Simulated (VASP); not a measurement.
# ZnSe (F-43m) in VASP: single point with PBE

Aim: the single point of ZnSe with PBE.

All numbers are computed with VASP 6.6.1; they aren't measurements. Logs are shortened: lines on timing, memory, paths and dates and some standing lists are left out, and cuts for length are marked.

### 1 The cell of the first run

It takes space group F-43m (No. 216, cubic). Conventional cell: a = 5.732 Å, b = 5.732 Å, c = 5.732 Å, α = 90.00°, β = 90.00°, γ = 90.00°. Zn (site symmetry -43m) has 4 Se at 2.48 Å within 3.3 Å. Within 3.3 Å of Se (site symmetry -43m) lie 4 Zn at 2.48 Å.

### 2 Single point, PBE

File INCAR:

```
  PREC = Accurate
  ENCUT = 520
  EDIFF = 1E-7
  ISMEAR = 0
  SIGMA = 0.02
  LREAL = Auto
  LASPH = True
  NELM = 80
  ALGO = Normal
  ISIF = 2
  LWAVE = False
  LCHARG = False
  GGA = PE
  NBANDS = 166
```

File KPOINTS:

```
Automatic mesh
0
Gamma
  2 2 2
  0.5 0.5 0.5
```

File POSCAR:

```
ZnSe
1.0
    5.7317610629     -5.7317610629      5.7317610629
   -5.7317610629      5.7317610629      5.7317610629
   -5.7317610629     -5.7317610629     -5.7317610629
Zn Se
16 16
Direct
    0.2500000000      0.7500000000      0.0000000000
    0.5000000000      0.7500000000      0.7500000000
    0.7500000000      0.7500000000      0.5000000000
    0.0000000000      0.0000000000      1.0000000000
    0.2500000000      0.0000000000      0.7500000000
    0.0000000000      0.7500000000      0.2500000000
    0.7500000000      0.2500000000      0.0000000000
    0.5000000000      0.0000000000      0.5000000000
    0.7500000000      0.0000000000      0.2500000000
    0.0000000000      0.2500000000      0.7500000000
    0.5000000000      0.5000000000      0.0000000000
    0.2500000000      0.2500000000      0.5000000000
    0.7500000000      0.5000000000      0.7500000000
    0.5000000000      0.2500000000      0.2500000000
    0.0000000000      0.5000000000      0.5000000000
    0.2500000000      0.5000000000      0.2500000000
    0.2500000000      0.0000000000      0.0000000000
    0.5000000000      0.0000000000      0.7500000000
    0.7500000000      0.0000000000      0.5000000000
    0.0000000000      0.2500000000      0.0000000000
    0.2500000000      0.2500000000      0.7500000000
    0.0000000000      0.0000000000      0.2500000000
    0.7500000000      0.5000000000      0.0000000000
    0.5000000000      0.2500000000      0.5000000000
    0.7500000000      0.2500000000      0.2500000000
    0.0000000000      0.5000000000      0.7500000000
    0.5000000000      0.7500000000      0.0000000000
    0.2500000000      0.5000000000      0.5000000000
    0.7500000000      0.7500000000      0.7500000000
    0.5000000000      0.5000000000      0.2500000000
    0.0000000000      0.7500000000      0.5000000000
    0.2500000000      0.7500000000      0.2500000000
```

Potentials or basis: VASP PAW PBE potentials, release 64 (Zn, Se).

Command:

```
cat potpaw_PBE.64/Zn/POTCAR potpaw_PBE.64/Se/POTCAR > POTCAR
mpirun -np 1 vasp_std > vasp.out
```

OUTCAR:

```text
PREC = Accurate
   ENCUT = 520
   EDIFF = 1E-7
   ISMEAR = 0
   LREAL = Auto
   LASPH = True
   NELM = 80
   ISIF = 2
   GGA = PE

 ion  position               nearest neighbor table
   1  0.250  0.750  0.000-  17 2.48  26 2.48  27 2.48  32 2.48
   2  0.500  0.750  0.750-  18 2.48  27 2.48  28 2.48  29 2.48
   3  0.750  0.750  0.500-  19 2.48  29 2.48  30 2.48  31 2.48
   4  0.000  0.000  0.000-  17 2.48  20 2.48  22 2.48  29 2.48
   5  0.250  0.000  0.750-  17 2.48  18 2.48  21 2.48  31 2.48
   6  0.000  0.750  0.250-  22 2.48  23 2.48  31 2.48  32 2.48
[... 24 lines left out ...]
  31  0.000  0.750  0.500-   3 2.48   5 2.48   6 2.48  15 2.48
  32  0.250  0.750  0.250-   1 2.48   6 2.48   8 2.48  16 2.48

  LATTYP: Found a body centered cubic cell.
 ALAT       =    11.4635221258

  Lattice vectors:

 A1 = (   5.7317610629,  -5.7317610629,   5.7317610629)
 A2 = (  -5.7317610629,   5.7317610629,   5.7317610629)
 A3 = (  -5.7317610629,  -5.7317610629,  -5.7317610629)

Analysis of symmetry for initial positions (statically):
=====================================================================
 Subroutine PRICEL returns following result:

  LATTYP: Found a face centered cubic cell.
 ALAT       =     5.7317610629

  Lattice vectors:

 A1 = (  -2.8658805315,   2.8658805315,   0.0000000000)
 A2 = (   0.0000000000,   2.8658805315,  -2.8658805315)
 A3 = (  -2.8658805315,   0.0000000000,  -2.8658805315)

  16 primitive cells build up your supercell.

 Routine SETGRP: Setting up the symmetry group for a
 body centered cubic supercell.

 Subroutine GETGRP returns: Found 24 space group operations
 (whereof 24 operations were pure point group operations)
 out of a pool of 48 trial point group operations.

The static configuration has the point symmetry T_d .

Analysis of symmetry for dynamics (positions and initial velocities):
=====================================================================
 Subroutine PRICEL returns following result:

  LATTYP: Found a face centered cubic cell.
 ALAT       =     5.7317610629

  Lattice vectors:

 A1 = (  -2.8658805315,   2.8658805315,   0.0000000000)
 A2 = (   0.0000000000,   2.8658805315,  -2.8658805315)
 A3 = (  -2.8658805315,   0.0000000000,  -2.8658805315)

[... 94 lines left out ...]
   POTIM  = 0.5000    time-step for ionic-motion
   TEBEG  =    0.0;   TEEND  =   0.0 temperature during run
   PSTRESS=    0.0 pullay stress
   NELECT =     288.0000    total number of electrons
   NUPDOWN=      -1.0000    fix difference up-down
   EMIN   =  10.00;   EMAX   =-10.00  energy-range for DOS
   EFERMI =   0.00;   METHOD = LEGACY
   ISMEAR =     0;   SIGMA  =   0.02  broadening in eV -4-tet -1-fermi 0-gaus
   EFERMI_NEDOS =   21; number of points for ismear=-14 and -15
   IALGO  =     38    algorithm
   IMIX   =      4    mixing-type and parameters
     AMIX     =   0.40;   BMIX     =  1.00
     AMIX_MAG =   1.60;   BMIX_MAG =  1.00
  volume/ion in A,a.u.               =      23.54       158.84
  Fermi-wavevector in a.u.,A,eV,Ry     =   1.188222  2.245414 19.209678  1.411871
  Thomas-Fermi vector in A             =   2.324356
   LORBIT       =      0    0 simple, 1 ext, 2 COOP (PROOUT), +10 PAW based schemes
   GGA     = PE    functional components
   LHFCALC =     F    Hartree Fock is set to
   AEXX    =    0.0000 exact exchange contribution
   IVDW    =     0    specifies the selected vdW correction
   LEPSILON=     F    determine dielectric tensor
   LRPA    =     F    only Hartree local field effects (RPA)
 non-spin polarized calculation
 Gauss-broadening in eV      SIGMA  =   0.02
  energy-cutoff  :      520.00
  volume of cell :      753.22
 maximum number of plane-waves:     20329
 NGX is ok and might be reduce to    80
   NGX = 37   NGY = 37   NGZ = 37

 number of electron     287.9999705 magnetization

 Free energy of the ion-electron system (eV)
  ---------------------------------------------------
  ext. energy  EPLUGINS =         0.00000000
  ---------------------------------------------------
  free energy    TOTEN  =       -96.55371840 eV

  energy without entropy =      -96.55371840  energy(sigma->0) =      -96.55371840

 E-fermi :   1.0250     XC(G=0):  -9.1685

 val. band max:        0.9308384979   @ k =  -0.2500   0.2500   0.2500
 cond. band min:       3.9090306757   @ k =  -0.2500   0.2500   0.2500
 fundamental gap:      2.9781921778
 Fermi energy:         1.0250278601

 k-point     1 :       0.2500    0.2500    0.2500
  band No.  band energies     occupation
      1     -11.3821      2.00000
      2     -11.3821      2.00000
      3     -11.3821      2.00000
      4     -11.3821      2.00000
      5     -10.8711      2.00000
      6     -10.8711      2.00000
[... 148 lines left out ...]
    155       5.0671      0.00000
    156       5.0671      0.00000

 k-point     2 :      -0.2500    0.2500    0.2500
  band No.  band energies     occupation
      1     -11.5943      2.00000
      2     -11.1921      2.00000
      3     -11.1921      2.00000
      4     -11.1921      2.00000
      5     -11.1921      2.00000
      6     -10.9960      2.00000
[... 148 lines left out ...]
    155       5.3280      0.00000
    156       5.3280      0.00000
 [bands above 156 left out]

------------------------ aborting loop because EDIFF is reached ----------------------------------------

  FORCE on cell =-STRESS in cart. coord.  units (eV):
  Direction    XX          YY          ZZ          XY          YZ          ZX
  --------------------------------------------------------------------------------------
  -------------------------------------------------------------------------------------
  Total        1.2491334      1.2491334      1.2491334     -0.0000000     -0.0000000     -0.0000000
  in kB        2.6570223      2.6570223      2.6570223     -0.0000000     -0.0000000     -0.0000000
  external PRESSURE =       2.6570223 kB  Pullay stress =       0.0000000 kB

 VOLUME and BASIS-vectors are now :
 -----------------------------------------------------------------------------
  energy-cutoff  :      520.00
  volume of cell :      753.22
      direct lattice vectors                 reciprocal lattice vectors
     5.731761063 -5.731761063  5.731761063     0.000000000 -0.087233225  0.087233225
    -5.731761063  5.731761063  5.731761063    -0.087233225  0.000000000  0.087233225
    -5.731761063 -5.731761063 -5.731761063    -0.087233225 -0.087233225  0.000000000

 POSITION                                       TOTAL-FORCE (eV/Angst)
 -----------------------------------------------------------------------------------
     -2.86588      2.86588      5.73176        -0.000000     -0.000000     -0.000000
     -5.73176     -2.86588      2.86588         0.000000     -0.000000      0.000000
     -2.86588     -2.86588      5.73176         0.000000     -0.000000      0.000000
      0.00000      0.00000      0.00000        -0.000000     -0.000000     -0.000000
     -2.86588     -5.73176     -2.86588         0.000000     -0.000000     -0.000000
     -5.73176      2.86588      2.86588        -0.000000     -0.000000     -0.000000
[... 24 lines left out ...]
     -7.16470      1.43294      1.43294         0.000000      0.000000     -0.000000
     -4.29882      1.43294      4.29882        -0.000000      0.000000      0.000000
 -----------------------------------------------------------------------------------
    total drift:                                0.000029      0.000029     -0.000028

  FREE ENERGIE OF THE ION-ELECTRON SYSTEM (eV)
  ---------------------------------------------------
  free  energy   TOTEN  =       -96.5537183974 eV

  energy  without entropy=      -96.5537183974  energy(sigma->0) =      -96.55371840
```

OSZICAR:

```text
N       E                     dE             d eps       ncg     rms          rms(c)
DAV:   1     0.267758235811E+04    0.26776E+04   -0.12489E+05   664   0.197E+03
DAV:   2     0.404677503924E+03   -0.22729E+04   -0.22087E+04   664   0.492E+02
DAV:   3    -0.596675513609E+02   -0.46435E+03   -0.44171E+03   718   0.188E+02
DAV:   4    -0.100206831156E+03   -0.40539E+02   -0.40120E+02   752   0.533E+01
DAV:   5    -0.101150413073E+03   -0.94358E+00   -0.93769E+00   728   0.767E+00    0.180E+01
DAV:   6    -0.965209987993E+02    0.46294E+01   -0.11100E+01   912   0.350E+01    0.138E+01
DAV:   7    -0.966132468898E+02   -0.92248E-01   -0.11123E+01   736   0.685E+00    0.498E+00
DAV:   8    -0.965496202459E+02    0.63627E-01   -0.77345E-01   824   0.513E+00    0.180E+00
DAV:   9    -0.965522398879E+02   -0.26196E-02   -0.13047E-01   792   0.275E+00    0.335E-01
DAV:  10    -0.965522006846E+02    0.39203E-04   -0.13754E-02   712   0.714E-01    0.205E-01
DAV:  11    -0.965538129388E+02   -0.16123E-02   -0.58351E-03   746   0.212E-01    0.784E-02
DAV:  12    -0.965536813029E+02    0.13164E-03   -0.17472E-03   872   0.270E-01    0.289E-02
DAV:  13    -0.965537266399E+02   -0.45337E-04   -0.22886E-04   676   0.499E-02    0.141E-02
DAV:  14    -0.965537162781E+02    0.10362E-04   -0.68424E-05   906   0.450E-02    0.652E-03
DAV:  15    -0.965537180475E+02   -0.17694E-05   -0.15002E-05   744   0.212E-02    0.170E-03
DAV:  16    -0.965537184263E+02   -0.37877E-06   -0.11619E-06   658   0.284E-03    0.684E-04
DAV:  17    -0.965537183974E+02    0.28896E-07   -0.67950E-08   358   0.991E-04
   1 F= -.96553718E+02 E0= -.96553718E+02  d E =-.394671E-11
```

stdout:

```text
POSCAR found type information on POSCAR ZnSe
 POSCAR found :  2 types and      32 ions
 scaLAPACK will be used
 LDA part: xc-table for (Slater+PW92), standard interpolation
 POSCAR, INCAR and KPOINTS ok, starting setup
 FFT: planning ... GRIDC
 FFT: planning ... GRID_SOFT
 FFT: planning ... GRID
 WAVECAR not read
 entering main loop
```

Run time: 10 min. Hardware: 1 thread of AMD EPYC 7R43 (Zen 3), shared host; peak memory 0.98 GiB.

What came out:

| Item | Value |
| --- | --- |
| Free energy | -96.5537 eV |
| Pressure | 0.3 GPa |
| Band gap on the k mesh | 2.98 eV |
